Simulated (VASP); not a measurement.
CdF2:

```
Cd F
1.0
     0.00000    2.69400    2.69400
     2.69400    0.00000    2.69400
     2.69400    2.69400    0.00000
Cd F
1 2
Direct
  0.00000 0.00000 0.00000
  0.75000 0.75000 0.75000
  0.25000 0.25000 0.25000
```

Program: VASP 6.6.1. Alike in all runs: task single point; no spin polarisation; cell as given; cutoff (eV) 520.

Order these runs on this cell by their pressure, lowest first.
A. level PBEsol; potentials or basis VASP PAW PBE potentials, release 64 (Cd, F); k mesh 7 × 7 × 7; smearing gaussian 0.01 eV
B. level PBE; potentials or basis VASP PAW PBE potentials, release 64 (Cd, F); k mesh 9 × 9 × 9; smearing gaussian 0.011 eV
C. level LDA; potentials or basis VASP PAW LDA potentials, release 64 (Cd, F); k mesh 9 × 9 × 9; smearing fermi-dirac 0.05 eV

C (-4.7 GPa), A (0.5 GPa), B (6.2 GPa).

Caveats: the PAW data sets were made with another functional, which shifts forces and pressure a little (at least some runs); the cell stands under pressure (at least some runs); the cell stands under tension (at least some runs).
